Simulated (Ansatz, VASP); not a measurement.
CuI: VASP beside Ansatz

Contents of INCAR:

```
PREC = Accurate
ENCUT = 520
EDIFF = 1E-7
ISMEAR = 0
SIGMA = 0.05
LREAL = F
LASPH = T
NELM = 80
ALGO = Normal
ISIF = 2
LWAVE = F
LCHARG = T
GGA = PE
LELF = T
LVHAR = T
NBANDS = 16
```

File KPOINTS:

```
regular mesh
0
Gamma
  8 8 8
```

Contents of POSCAR:

```
CuI
1.0
    0.0000000000      2.9586045044      3.0799547204
    3.0799547204      0.0000000000      3.0799547204
    3.0799547204      2.9586045044      0.0000000000
Cu I
1 1
Direct
    0.7500000000      0.7500000000      0.7500000000
    0.0000000000      0.0000000000      0.0000000000
```

Input for Ansatz:

```yaml
crystal:
  lattice:
    - [0.0, 2.9586045044, 3.0799547204]
    - [3.0799547204, 0.0, 3.0799547204]
    - [3.0799547204, 2.9586045044, 0.0]
  atoms:
    - { symbol: Cu, position: [0.75, 0.75, 0.75] }
    - { symbol: I, position: [0.0, 0.0, 0.0] }
basis:
  ecutwfc: 520.0
kpoints:
  mp_grid: { grid: [8, 8, 8] }
hamiltonian:
  xc: pbe
scf:
  occupations: { method: gaussian, width: 0.05 }
output:
  forces: true
  stress: true
  eigenvalues: true
```

Alike in both runs: task single point; functional PBE; k mesh 8 × 8 × 8; occupations gaussian, width 0.05 eV; no spin polarisation.

|  | VASP | Ansatz |
| --- | --- | --- |
| version | VASP 6.6.1 | Ansatz 0.2.0 |
| potentials or method | VASP PAW PBE potentials, release 64 (Cu, I), cutoff 520 eV | scalar-relativistic, plane waves, PAW |
| valence electrons in the cell | 18 | 36 |

Ansatz gave:

| Quantity | Value |
| --- | --- |
| gap on the k mesh at the Fermi level (eV) | 1.06 |
| least direct gap on the mesh (eV) | 1.06 |
| pressure (GPa) | 0.0 |
| traceless stress, the component that is largest in VASP (GPa) | 0.45 |

Task: Which values does VASP return?

Result: gap on the k mesh at the Fermi level (eV): 1.08; least direct gap on the mesh (eV): 1.08; pressure (GPa): 0.0; traceless stress, the component that is largest in VASP (GPa): 0.44.

VASP's potentials hold 18 valence electrons a cell and Ansatz's 36, so a difference there can come from the potentials and not from the codes.

Neither program's run includes spin-orbit coupling.
